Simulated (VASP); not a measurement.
A run of VASP 6.6.1:

The input INCAR:

```
SYSTEM = Sn3GeO4
PREC = Accurate ; ENCUT = 520
EDIFF = 1E-6 ; ISMEAR = 0
SIGMA = 0.1 ; LREAL = .FALSE.
LASPH = .TRUE. ; NELM = 100
ALGO = Normal ; ISIF = 2
LWAVE = .FALSE. ; LCHARG = .FALSE.
GGA = PE ; NBANDS = 50
```

File KPOINTS:

```
Automatic mesh
0
G
  4 4 4
  0 0 0
```

File POSCAR:

```
Sn3GeO4
1.0
    3.9651568965     -3.7175267678      0.0000000000
    3.9651568965      3.7175267678      0.0000000000
   -3.8900648295      0.0000000000      5.0919369296
Sn Ge O
3 1 4
Direct
    0.6289579570      0.6289579570      0.2581546771
    0.3653297089      0.8575012209      0.7279880855
    0.8575012209      0.3653297089      0.7279880855
    0.1068993897      0.1068993897      0.2882174513
    0.4666558576      0.0414170374      0.4992903295
    0.0414170374      0.4666558576      0.4992903295
    0.5620969411      0.5620969411      0.5281638986
    0.9717727400      0.9717727400      0.4710837517
```

Potentials or basis: VASP PAW PBE potentials, release 64 (Sn_d, Ge_d, O).

Run with:

```console
$ cat potpaw_PBE.64/Sn_d/POTCAR potpaw_PBE.64/Ge_d/POTCAR potpaw_PBE.64/O/POTCAR > POTCAR
$ mpirun -np 1 vasp_std > vasp.out
```

Hardware: 1 thread of Intel Xeon 6975P-C, with other jobs on the host.

Task: How long does it take, and how much memory?

Result: It took 3.2 min on 1 thread of Intel Xeon 6975P-C, on a shared host, peak memory 0.34 GiB. Counts: scf iterations 15, k points 24.
